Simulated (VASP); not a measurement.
Write the native input for VASP 6.6.1 that does the following.

| Item | Value |
| --- | --- |
| Task | relaxation of cell and atoms |
| Functional | PBE |
| Potentials or basis | VASP PAW PBE potentials, release 64 (B) |
| Cutoff | 600 eV |
| k mesh | 10 × 10 × 10 |
| Occupations | gaussian, width 0.1 eV |
| Spin | no spin polarisation |
| Dipole correction | no |
| Further INCAR settings | ALGO = Normal; EDIFF = 1e-06; IBRION = 2; EDIFFG = -0.01; NSW = 100; ISIF = 3 |

The structure of B lies in POSCAR:

```
B
1.0
    4.2031136999      0.0000000000      0.0000000000
    0.0000000000      4.2031136999      0.0000000000
    0.0000000000      0.0000000000      3.8243615018
B
8
Direct
    0.7966180158      0.5000000000      0.2499970410
    0.5000000000      0.7966180158      0.7499970410
    0.5000000000      0.2033819842      0.7499970410
    0.7966180158      0.5000000000      0.7500029590
    0.2033819842      0.5000000000      0.7500029590
    0.2033819842      0.5000000000      0.2499970410
    0.5000000000      0.7966180158      0.2500029590
    0.5000000000      0.2033819842      0.2500029590
```

One way to write it, as run:

INCAR

```
SYSTEM = B
  PREC = Accurate
  ENCUT = 600
  EDIFF = 1E-6
  ISMEAR = 0
  SIGMA = 0.1
  LREAL = .False.
  LASPH = .True.
  NELM = 100
  ALGO = Normal
  ISIF = 3
  LWAVE = .False.
  LCHARG = .False.
  GGA = PE
  IBRION = 2
  NSW = 100
  EDIFFG = -0.01
```

KPOINTS

```
Automatic mesh
0
Gamma
  10 10 10
  0 0 0
```

Potentials or basis: VASP PAW PBE potentials, release 64 (B).

Run with:

```bash
$ cat potpaw_PBE.64/B/POTCAR > POTCAR
$ mpirun -np 1 vasp_std > vasp.out
```

It gave:

| Property | Result |
| --- | --- |
| Relaxed volume | 8.49 Å³/atom |
| Relaxed cell | a = 4.193 Å, b = 4.193 Å, c = 3.862 Å, α = 90.00°, β = 90.00°, γ = 90.00° |
| Space group after relaxing (to 0.05 Å) | P4/mmm (No. 123) |
| Energy gained by relaxing | 1.2 meV/atom |
| Ionic steps | 5 |
| Pressure after relaxing | 0.1 GPa |
| Largest force after relaxing | 0.004 eV/Å |
| Band gap on the k mesh | zero (band 12 reaches 5.34 eV, above the bottom of band 13 at 3.80 eV) |

Wall time 3.8 min on 1 thread of Intel(R) Xeon(R) Platinum 8375C CPU @ 2.90GHz (Ice Lake), on a shared host, peak memory 0.27 GiB.
